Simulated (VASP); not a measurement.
# Si5Mo (F-43m) in VASP: a series of runs

Runs on Si5Mo. Level: PBE. Tasks: single point, relaxation of cell and atoms.

Program: VASP 6.6.1. These are calculated values, not measurements. Logs are shortened: lines on timing, memory, paths and dates and some standing lists are left out, and cuts for length are marked.

### 1 The cell of the first run

The structure is cubic, space group F-43m (No. 216). The conventional cell has a = 6.976 Å, b = 6.976 Å, c = 6.976 Å, α = 90.00°, β = 90.00°, γ = 90.00°. Within 3.8 Å of Si (site symmetry -43m) lie 12 Si at 2.89 Å and 4 Mo at 3.02 Å. Si (site symmetry 3m) has 9 Si at 2.47 to 2.89 Å and 3 Mo at 2.89 Å within 3.3 Å. Mo (site symmetry -43m) has 16 Si at 2.89 to 3.02 Å within 3.8 Å.

The cell was generated, and may not be a known phase.

### 2 Single point, PBE

File INCAR:

```
SYSTEM = Si5Mo
PREC = Accurate ; ENCUT = 520
EDIFF = 1E-6 ; ISMEAR = 0
SIGMA = 0.1 ; LREAL = .False.
LASPH = .True. ; NELM = 100
ALGO = Normal ; ISIF = 2
LWAVE = .False. ; LCHARG = .True.
GGA = PE ; LELF = .True.
LVHAR = .True. ; NBANDS = 26
```

File KPOINTS:

```
Automatic mesh
0
Gamma
  4 4 4
  0 0 0
```

File POSCAR:

```
Si5Mo
1.0
    0.0000000000      3.4880984611      3.4880984611
    3.4880984611      0.0000000000      3.4880984611
    3.4880984611      3.4880984611      0.0000000000
Si Mo
5 1
Direct
    0.2500000000      0.2500000000      0.2500000000
    0.1248777521      0.6250407493      0.6250407493
    0.6250407493      0.6250407493      0.6250407493
    0.6250407493      0.6250407493      0.1248777521
    0.6250407493      0.1248777521      0.6250407493
    0.0000000000      0.0000000000      0.0000000000
```

Potentials or basis: VASP PAW PBE potentials, release 64 (Si, Mo_sv).

Launch:

```console
$ cat potpaw_PBE.64/Si/POTCAR potpaw_PBE.64/Mo_sv/POTCAR > POTCAR
$ mpirun -np 1 vasp_std > vasp.out
```

OUTCAR:

```text
SYSTEM = Si5Mo
   PREC = Accurate
   ENCUT = 520
   EDIFF = 1E-6
   ISMEAR = 0
   LREAL = .False.
   LASPH = .True.
   NELM = 100
   ISIF = 2
   GGA = PE

 ion  position               nearest neighbor table
   1  0.250  0.250  0.250-   2 2.89   4 2.89   5 2.89   3 2.89   3 2.89   3 2.89   2 2.89   2 2.89
                             4 2.89   5 2.89   4 2.89   5 2.89   6 3.02   6 3.02   6 3.02   6 3.02
   2  0.125  0.625  0.625-   3 2.47   4 2.47   5 2.47   3 2.47   4 2.47   5 2.47   6 2.89   6 2.89
                             6 2.89   1 2.89   1 2.89   1 2.89
   3  0.625  0.625  0.625-   2 2.47   4 2.47   5 2.47   4 2.47   5 2.47   2 2.47   6 2.89   6 2.89
                             6 2.89   1 2.89   1 2.89   1 2.89
   4  0.625  0.625  0.125-   2 2.47   3 2.47   5 2.47   3 2.47   5 2.47   2 2.47   6 2.89   6 2.89
                             6 2.89   1 2.89   1 2.89   1 2.89
   5  0.625  0.125  0.625-   2 2.47   3 2.47   4 2.47   4 2.47   3 2.47   2 2.47   6 2.89   6 2.89
                             6 2.89   1 2.89   1 2.89   1 2.89
   6  0.000  0.000  0.000-   4 2.89   5 2.89   2 2.89   4 2.89   2 2.89   5 2.89   3 2.89   3 2.89
                             3 2.89   2 2.89   4 2.89   5 2.89   1 3.02   1 3.02   1 3.02   1 3.02

  LATTYP: Found a face centered cubic cell.
 ALAT       =     6.9761969222

  Lattice vectors:

 A1 = (   0.0000000000,   3.4880984611,   3.4880984611)
 A2 = (   3.4880984611,   0.0000000000,   3.4880984611)
 A3 = (   3.4880984611,   3.4880984611,   0.0000000000)

Analysis of symmetry for initial positions (statically):
=====================================================================
 Subroutine PRICEL returns:
 Original cell was already a primitive cell.

 Routine SETGRP: Setting up the symmetry group for a
 face centered cubic supercell.

 Subroutine GETGRP returns: Found 24 space group operations
 (whereof 24 operations were pure point group operations)
 out of a pool of 48 trial point group operations.

The static configuration has the point symmetry T_d .

Analysis of symmetry for dynamics (positions and initial velocities):
=====================================================================
 Subroutine PRICEL returns:
 Original cell was already a primitive cell.

 Routine SETGRP: Setting up the symmetry group for a
 face centered cubic supercell.

 Subroutine GETGRP returns: Found 24 space group operations
 (whereof 24 operations were pure point group operations)
 out of a pool of 48 trial point group operations.

[... 94 lines left out ...]
   NSW    =      0    number of steps for IOM
   IBRION =     -1    ionic relax: 0-MD 1-quasi-New 2-CG
   NFREE  =      0    steps in history (QN), initial steepest desc. (CG)
   ISIF   =      2    stress and relaxation
   ISYM   =      2    0-nonsym 1-usesym 2-fastsym
   POTIM  = 0.5000    time-step for ionic-motion
   TEBEG  =    0.0;   TEEND  =   0.0 temperature during run
   PSTRESS=    0.0 pullay stress
   NELECT =      34.0000    total number of electrons
   NUPDOWN=      -1.0000    fix difference up-down
   EMIN   =  10.00;   EMAX   =-10.00  energy-range for DOS
   EFERMI =   0.00;   METHOD = LEGACY
   ISMEAR =     0;   SIGMA  =   0.10  broadening in eV -4-tet -1-fermi 0-gaus
   EFERMI_NEDOS =   21; number of points for ismear=-14 and -15
   IALGO  =     38    algorithm
   IMIX   =      4    mixing-type and parameters
     AMIX     =   0.40;   BMIX     =  1.00
     AMIX_MAG =   1.60;   BMIX_MAG =  1.00
  volume/ion in A,a.u.               =      14.15        95.46
  Fermi-wavevector in a.u.,A,eV,Ry     =   1.206801  2.280524 19.815105  1.456369
  Thomas-Fermi vector in A             =   2.342458
   LORBIT       =      0    0 simple, 1 ext, 2 COOP (PROOUT), +10 PAW based schemes
   GGA     = PE    functional components
   LHFCALC =     F    Hartree Fock is set to
   AEXX    =    0.0000 exact exchange contribution
   IVDW    =     0    specifies the selected vdW correction
   LEPSILON=     F    determine dielectric tensor
   LRPA    =     F    only Hartree local field effects (RPA)
 non-spin polarized calculation
 Gauss-broadening in eV      SIGMA  =   0.10
  energy-cutoff  :      520.00
  volume of cell :       84.88
 maximum number of plane-waves:      2302
 NGX is ok and might be reduce to    40
   NGX = 19   NGY = 19   NGZ = 19

 number of electron      34.0000001 magnetization

 Free energy of the ion-electron system (eV)
  ---------------------------------------------------
  ext. energy  EPLUGINS =         0.00000000
  ---------------------------------------------------
  free energy    TOTEN  =       -35.02575847 eV

  energy without entropy =      -34.99326527  energy(sigma->0) =      -35.00951187

 E-fermi :  11.4916     XC(G=0): -11.7159

 val. band max:       11.4760299267   @ k =   0.2500   0.2500   0.0000
 cond. band min:      11.4961181543   @ k =  -0.2500   0.5000   0.2500
 fundamental gap:      0.0200882276
 Fermi energy:        11.4915908462

 k-point     1 :       0.0000    0.0000    0.0000
  band No.  band energies     occupation
      1     -50.1077      2.00000
      2     -24.2013      2.00000
      3     -24.2013      2.00000
      4     -24.2013      2.00000
      5      -3.3968      2.00000
      6       3.2863      2.00000
[... 221 lines left out ...]
     25      14.7008      0.00000
     26      16.2041      0.00000

------------------------ aborting loop because EDIFF is reached ----------------------------------------

  FORCE on cell =-STRESS in cart. coord.  units (eV):
  Direction    XX          YY          ZZ          XY          YZ          ZX
  --------------------------------------------------------------------------------------
  -------------------------------------------------------------------------------------
  Total        0.0132966      0.0132966      0.0132966      0.0000000      0.0000000      0.0000000
  in kB        0.2509886      0.2509886      0.2509886      0.0000000      0.0000000      0.0000000
  external PRESSURE =       0.2509886 kB  Pullay stress =       0.0000000 kB

 VOLUME and BASIS-vectors are now :
 -----------------------------------------------------------------------------
  energy-cutoff  :      520.00
  volume of cell :       84.88
      direct lattice vectors                 reciprocal lattice vectors
     0.000000000  3.488098461  3.488098461    -0.143344577  0.143344577  0.143344577
     3.488098461  0.000000000  3.488098461     0.143344577 -0.143344577  0.143344577
     3.488098461  3.488098461  0.000000000     0.143344577  0.143344577 -0.143344577

 POSITION                                       TOTAL-FORCE (eV/Angst)
 -----------------------------------------------------------------------------------
      1.74405      1.74405      1.74405        -0.000000      0.000000     -0.000000
      4.36041      2.61579      2.61579        -0.009407      0.009407      0.009407
      4.36041      4.36041      4.36041        -0.009407     -0.009407     -0.009407
      2.61579      2.61579      4.36041         0.009407      0.009407     -0.009407
      2.61579      4.36041      2.61579         0.009407     -0.009407      0.009407
      0.00000      0.00000      0.00000         0.000000      0.000000     -0.000000
 -----------------------------------------------------------------------------------
    total drift:                                0.000000      0.000000     -0.000000

  FREE ENERGIE OF THE ION-ELECTRON SYSTEM (eV)
  ---------------------------------------------------
  free  energy   TOTEN  =       -35.0257584673 eV

  energy  without entropy=      -34.9932652700  energy(sigma->0) =      -35.00951187
```

Wall time 44 s (1 thread of Intel Xeon 8259CL, shared host); peak memory 0.24 GiB.

What came out:

```
Free energy            : -35.0258 eV
Pressure               : 0.0 GPa
Largest force          : 0.016 eV/Å
Band gap on the k mesh : zero (bands 17 and 18 overlap by 1.22 eV)
```

Forces in eV/Å, atoms in the order of the input:
```
Si   0.000  0.000  0.000
Si  -0.009  0.009  0.009
Si  -0.009 -0.009 -0.009
Si   0.009  0.009 -0.009
Si   0.009 -0.009  0.009
Mo   0.000  0.000  0.000
```

Levels at points of the mesh, in eV from the Fermi level:
```csv
k point,band 13,band 14,band 15,band 16,band 17,band 18,band 19,band 20,band 21,band 22
"(0.00, 0.00, 0.00)",-5.64,-4.58,-4.58,-1.02,-1.02,-1.02,1.11,1.11,1.11,2.21
"(0.50, 0.00, 0.00)",-3.11,-3.11,-1.38,-0.36,0.09,0.09,0.21,0.21,1.74,2.30
"(0.50, 0.50, 0.00)",-2.62,-2.13,-1.72,-0.51,-0.08,0.08,0.08,1.19,1.19,1.66
```

Caveat: the k points lie up to 0.39 Å⁻¹ apart, too coarse for converged energies and pressures of a metal.

(Continued in part 2 of 2.)

The gap in the log of VASP goes by the Fermi energy; the results here count the filled bands.